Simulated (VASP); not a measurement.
**HC4: single point with PBE+D3(BJ)**

HC4, a slab with vacuum:

```
C H
1.0
     4.93140    0.00000    0.00000
    -2.46570    4.27072    0.00000
     0.00000    0.00000   18.00000
C H
8 2
Direct
  0.16667 0.33333 0.22222
  0.16667 0.83333 0.22222
  0.66667 0.33333 0.22222
  0.66667 0.83333 0.22222
  0.33333 0.16667 0.22222
  0.33333 0.66667 0.22222
  0.83333 0.16667 0.22222
  0.83333 0.66667 0.22222
  0.13026 0.13026 0.28278
  0.36974 0.36974 0.28278
```

```
Program                : VASP 6.6.1
Task                   : single point
Functional             : PBE
Dispersion             : D3(BJ)
Potentials or basis    : VASP PAW PBE potentials, release 64 (C, H)
Cutoff                 : 520 eV
k mesh                 : 6 × 6 × 1
Occupations            : gaussian, width 0.1 eV
Spin                   : no spin polarisation
Dipole correction      : yes
Further INCAR settings : ALGO = Normal; EDIFF = 1e-06; NBANDS = 28
```

```
Largest force              : 3.527 eV/Å
Band gap on the k mesh     : zero (bands 17 and 18 overlap by 1.52 eV)
Dispersion energy per atom : -0.081 eV
```

Forces on the atoms (eV/Å):
```
C   -2.829  1.633 -1.330
C   -0.289 -0.955 -0.401
C    0.682  0.728 -0.401
C    0.078 -0.045 -0.011
C    2.829 -1.633 -1.330
C    0.289  0.955 -0.401
C   -0.682 -0.728 -0.401
C   -0.078  0.045 -0.011
H   -0.120 -0.208  2.143
H    0.120  0.208  2.143
```

Levels at points of the mesh, in eV from the Fermi level:
```csv
k point,band 14,band 15,band 16,band 17,band 18,band 19,band 20,band 21
"(0.00, 0.00, 0.00)",-3.94,-3.62,-3.02,-1.13,-0.81,0.44,1.32,3.18
"(0.50, 0.00, 0.00)",-5.66,-4.26,-4.00,0.12,1.20,2.17,2.33,4.47
"(0.50, 0.50, 0.00)",-5.90,-4.53,-3.83,0.71,1.30,1.98,2.66,4.12
```

It took 2.3 min on 1 thread of Intel(R) Xeon(R) 6975P-C (Granite Rapids) (shared host), peak memory 0.53 GiB.
